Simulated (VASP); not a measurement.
# Pb4F: single point with PBE

Pb4F:

```
Pb F
1.0
     4.77504    0.00000    0.00000
     0.00000    4.77504    0.00000
     0.00000    0.00000    6.42444
Pb F
4 1
Direct
  0.50000 0.00000 0.25092
  0.00000 0.50000 0.74908
  0.50000 0.00000 0.74908
  0.00000 0.50000 0.25092
  0.00000 0.00000 0.00000
```

| Property | Result |
| --- | --- |
| Program | VASP 6.6.1 |
| Task | single point |
| Functional | PBE |
| Potentials or basis | VASP PAW PBE potentials, release 64 (Pb_d, F) |
| Cutoff | 520 eV |
| k mesh | 8 × 8 × 6 |
| Occupations | gaussian, width 0.1 eV |
| Spin | no spin polarisation |
| Dipole correction | no |
| k mesh for the DOS | 12 × 12 × 9 |
| Occupations for the DOS | tetrahedron |
| Further INCAR settings | ALGO = Normal; EDIFF = 1e-06 |

| Item | Value |
| --- | --- |
| Valence electrons inside the program's atomic spheres | Pb 11.91; F 6.03 |

Levels at points of the mesh, in eV from the Fermi level:
```
           k point  band 29  band 30  band 31  band 32  band 33  band 34  band 35  band 36
(0.00, 0.00, 0.00)    -3.35    -1.02    -1.02    -0.25     0.29     0.29     3.84     4.34
(0.50, 0.00, 0.00)    -1.99    -1.26     0.06     0.21     0.71     1.21     2.43     2.49
(0.50, 0.50, 0.00)    -3.68    -2.96    -1.42    -0.94    -0.94     0.20     3.51     5.23
```

Wall time 11 min on 1 thread of Intel(R) Xeon(R) Platinum 8375C CPU @ 2.90GHz (Ice Lake), with other jobs on the host, peak memory 0.64 GiB.

Caveat: spin-orbit coupling is left out, which moves the levels of the heavy elements; an odd number of electrons without spin polarisation forces a metal; a magnetic or distorted state may lie lower.
